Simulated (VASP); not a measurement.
Wanted: the native input for a VASP 6.6.1 run.

- Task: single point
- Functional: LDA
- Potentials or basis: VASP PAW LDA potentials, release 64 (Ir)
- Cutoff: 520 eV
- k mesh: 14 × 14 × 14
- Occupations: fermi-dirac, width 0.1 eV
- Spin: no spin polarisation
- Dipole correction: no
- Further INCAR settings: ALGO = Normal; EDIFF = 1e-06; NBANDS = 10

The structure of Ir lies in POSCAR:

```
Ir
1.0
    0.0000000000      1.9060927672      1.9060927672
    1.9060927672      0.0000000000      1.9060927672
    1.9060927672      1.9060927672      0.0000000000
Ir
1
Direct
    0.0000000000      0.0000000000      0.0000000000
```

One way to write it, as run:

INCAR

```
SYSTEM = Ir
ALGO     = Normal         ! electronic algorithm
EDIFF    = 1E-6           ! SCF threshold, eV
ENCUT    = 520            ! plane-wave cutoff, eV
GGA      = CA             ! functional
ISIF     = 2              ! what is computed and relaxed
ISMEAR   = -1             ! smearing method
LASPH    = .True.         ! aspherical terms in the spheres
LCHARG   = .False.        ! write CHGCAR
LREAL    = .False.        ! projectors in reciprocal space
LWAVE    = .False.        ! write WAVECAR
NBANDS   = 10             ! bands
NELM     = 60             ! most SCF steps
PREC     = Accurate       ! precision mode
SIGMA    = 0.1            ! smearing width, eV
```

KPOINTS

```
k-points
0
Gamma
  14 14 14
  0 0 0
```

Potentials or basis: VASP PAW LDA potentials, release 64 (Ir).

Run with:

```sh
$ cat potpaw_LDA.64/Ir/POTCAR > POTCAR
$ mpirun -np 1 vasp_std > vasp.out
```

Results of the run:

```json
{
  "Pressure": "2.6 GPa"
}
```

Run time: 10 s on 1 thread of Intel Xeon 6975P-C, on a shared host, peak memory 0.13 GiB.
